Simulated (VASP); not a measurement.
# Zn3S2O (I-4m2) in VASP: further runs, part 2 of 2

VASP 6.6.1. Earlier steps stand in the parts before.

### Step 4. Single point, PBE

The input, INCAR:

```
SYSTEM = Zn3S2O
PREC = Accurate
ENCUT = 520
EDIFF = 1E-6
ISMEAR = 0
SIGMA = 0.02
LREAL = .FALSE.
LASPH = .TRUE.
NELM = 100
ALGO = Normal
ISIF = 2
LWAVE = .FALSE.
LCHARG = .FALSE.
GGA = PE
NBANDS = 36
```

The input, KPOINTS:

```
Automatic mesh
0
G
  10 10 10
  0 0 0
```

The input, POSCAR:

```
Zn3S2O
1.0
   -1.8437090000      1.8437090000      7.5798089000
    1.8437090000     -1.8437090000      7.5798089000
    1.8437090000      1.8437090000     -7.5798089000
Zn S O
3 2 1
Direct
    0.6866910000      0.6866910000      0.0000000000
    0.3133090000      0.3133090000      0.0000000000
    0.0000000000      0.0000000000      0.0000000000
    0.4064980000      0.9064980000      0.5000000000
    0.0935020000      0.5935020000      0.5000000000
    0.7500000000      0.2500000000      0.5000000000
```

Potentials or basis: VASP PAW PBE potentials, release 64 (Zn, S, O).

The run is started by

```
$ cat potpaw_PBE.64/Zn/POTCAR potpaw_PBE.64/S/POTCAR potpaw_PBE.64/O/POTCAR > POTCAR
$ mpirun -np 1 vasp_std > vasp.out
```

OUTCAR:

```text
SYSTEM = Zn3S2O
   PREC = Accurate
   ENCUT = 520
   EDIFF = 1E-6
   ISMEAR = 0
   LREAL = .FALSE.
   LASPH = .TRUE.
   NELM = 100
   ISIF = 2
   GGA = PE

 ion  position               nearest neighbor table
   1  0.687  0.687  0.000-   6 2.08   6 2.08   5 2.32   5 2.32
   2  0.313  0.313  0.000-   6 2.08   6 2.08   4 2.32   4 2.32
   3  0.000  0.000  0.000-   4 2.33   5 2.33   5 2.33   4 2.33
   4  0.406  0.906  0.500-   2 2.32   2 2.32   3 2.33   3 2.33
   5  0.094  0.594  0.500-   1 2.32   1 2.32   3 2.33   3 2.33
   6  0.750  0.250  0.500-   2 2.08   1 2.08   2 2.08   1 2.08

[... 1142 lines left out ...]
  -------------------------------------------------------------------------------------
  Total        0.1461177      0.1461177      0.1165066      0.0000000      0.0000000      0.0000000
  in kB        2.2714876      2.2714876      1.8111656      0.0000000      0.0000000      0.0000000
  external PRESSURE =       2.1180469 kB  Pullay stress =       0.0000000 kB

 VOLUME and BASIS-vectors are now :
 -----------------------------------------------------------------------------
  energy-cutoff  :      520.00
  volume of cell :      103.06
      direct lattice vectors                 reciprocal lattice vectors
    -1.843709000  1.843709000  7.579808900     0.000000000  0.271192471  0.065964724
     1.843709000 -1.843709000  7.579808900     0.271192471  0.000000000  0.065964724
     1.843709000  1.843709000 -7.579808900     0.271192471  0.271192471  0.000000000

 POSITION                                       TOTAL-FORCE (eV/Angst)
 -----------------------------------------------------------------------------------
      0.00000      0.00000     10.40997        -0.000000     -0.000000     -0.018978
      0.00000      0.00000      4.74964        -0.000000     -0.000000      0.018978
      0.00000      0.00000      0.00000         0.000000      0.000000     -0.000000
      1.84371     -0.00000      6.16235         0.000000      0.000000      0.000422
      1.84371      0.00000      1.41745         0.000000      0.000000     -0.000422
      0.00000      1.84371      3.78990         0.000000      0.000000     -0.000000
 -----------------------------------------------------------------------------------
    total drift:                                0.000000     -0.000000      0.000000

  FREE ENERGIE OF THE ION-ELECTRON SYSTEM (eV)
  ---------------------------------------------------
  free  energy   TOTEN  =       -22.1812159136 eV

  energy  without entropy=      -22.1812159136  energy(sigma->0) =      -22.18121591
```

OSZICAR:

```text
N       E                     dE             d eps       ncg     rms          rms(c)
DAV:   1     0.447353724329E+03    0.44735E+03   -0.25818E+04  7352   0.191E+03
DAV:   2     0.351684629645E+02   -0.41219E+03   -0.39380E+03  7376   0.424E+02
DAV:   3    -0.226107325050E+02   -0.57779E+02   -0.56892E+02  8076   0.150E+02
DAV:   4    -0.249031308275E+02   -0.22924E+01   -0.22825E+01  8792   0.307E+01
DAV:   5    -0.249313998452E+02   -0.28269E-01   -0.28259E-01  8484   0.347E+00    0.138E+01
DAV:   6    -0.221334312035E+02    0.27980E+01   -0.77319E+00 11808   0.549E+01    0.970E+00
DAV:   7    -0.222004837366E+02   -0.67053E-01   -0.33634E+00  7996   0.120E+01    0.632E+00
DAV:   8    -0.222214374603E+02   -0.20954E-01   -0.82052E-01 10436   0.830E+00    0.179E+00
DAV:   9    -0.221797400280E+02    0.41697E-01   -0.23751E-01 10296   0.771E+00    0.467E-01
DAV:  10    -0.221805779966E+02   -0.83797E-03   -0.41816E-02  8804   0.228E+00    0.195E-01
DAV:  11    -0.221811927144E+02   -0.61472E-03   -0.75499E-03  8624   0.612E-01    0.147E-01
DAV:  12    -0.221811395559E+02    0.53158E-04   -0.62664E-04  9032   0.235E-01    0.921E-02
DAV:  13    -0.221812227177E+02   -0.83162E-04   -0.38456E-04  7896   0.167E-01    0.326E-02
DAV:  14    -0.221812171892E+02    0.55285E-05   -0.36317E-05  8964   0.116E-01    0.128E-02
DAV:  15    -0.221812158165E+02    0.13727E-05   -0.75099E-06  9172   0.265E-02    0.544E-03
DAV:  16    -0.221812159136E+02   -0.97127E-07   -0.28810E-06  7532   0.247E-02
   1 F= -.22181216E+02 E0= -.22181216E+02  d E =-.166723E-28
```

stdout:

```text
POSCAR found type information on POSCAR ZnS O
 POSCAR found :  3 types and       6 ions
 scaLAPACK will be used
 LDA part: xc-table for (Slater+PW92), standard interpolation
 POSCAR, INCAR and KPOINTS ok, starting setup
 FFT: planning ... GRIDC
 FFT: planning ... GRID_SOFT
 FFT: planning ... GRID
 WAVECAR not read
 entering main loop
```

It took 22 min on 1 thread of Intel Xeon 6975P-C, shared host; peak memory 0.71 GiB.

What came out:

```yaml
Free_energy: -22.1812 eV
Pressure: 0.2 GPa
Largest_force: 0.019 eV/Å
Band_gap_on_the_k_mesh: 1.11 eV, direct
```

Forces on the atoms (eV/Å):
```
Zn   0.000  0.000 -0.019
Zn   0.000  0.000  0.019
Zn   0.000  0.000  0.000
S    0.000  0.000  0.000
S    0.000  0.000  0.000
O    0.000  0.000  0.000
```

Levels at points of the mesh, in eV from the valence-band top:
| k point | band 23 | band 24 | band 25 | band 26 | band 27 | band 28 | band 29 | band 30 | band 31 | band 32 |
| --- | --- | --- | --- | --- | --- | --- | --- | --- | --- | --- |
| (0.00, 0.00, 0.00) | -1.31 | -1.31 | -0.18 | 0.00 | 0.00 | 1.11 | 4.56 | 4.69 | 5.06 | 5.25 |
| (0.50, 0.00, 0.00) | -1.80 | -1.76 | -0.91 | -0.53 | -0.46 | 3.00 | 4.33 | 5.20 | 5.98 | 6.98 |
| (0.50, 0.50, 0.00) | -2.59 | -2.57 | -2.34 | -2.08 | -2.06 | 3.66 | 4.78 | 4.83 | 5.05 | 5.60 |
| (0.50, 0.50, 0.50) | -1.23 | -0.90 | -0.90 | -0.27 | -0.27 | 2.74 | 3.92 | 4.23 | 4.84 | 5.87 |

### Step 5. Overview

| cell | k mesh | smearing | gap on the mesh (eV) | pressure (GPa) | largest force (eV/Å) |
| --- | --- | --- | --- | --- | --- |
| a = 8.016 Å, angles 153.4, 153.4, 38.0°, 6 atoms | 6 × 6 × 6 | gaussian 0.1 eV | 1.11 | 0.2 | 0.02 |
| a = 5.215, b = 5.215, c = 8.016 Å, angles 90.0, 109.0, 90.0°, 12 atoms | 4 × 4 × 4 | gaussian 0.1 eV | 1.11 | 0.2 | 0.02 |
| a = 8.016 Å, angles 153.4, 153.4, 38.0°, 6 atoms | 10 × 10 × 10 | gaussian 0.02 eV | 1.11 | 0.2 | 0.02 |

Alike in all rows: task single point; level PBE; potentials or basis VASP PAW PBE potentials, release 64 (Zn, S, O); no spin polarisation; cutoff (eV) 520.

Total energies depend on the potentials used, so only differences within one code and one set of settings carry meaning.
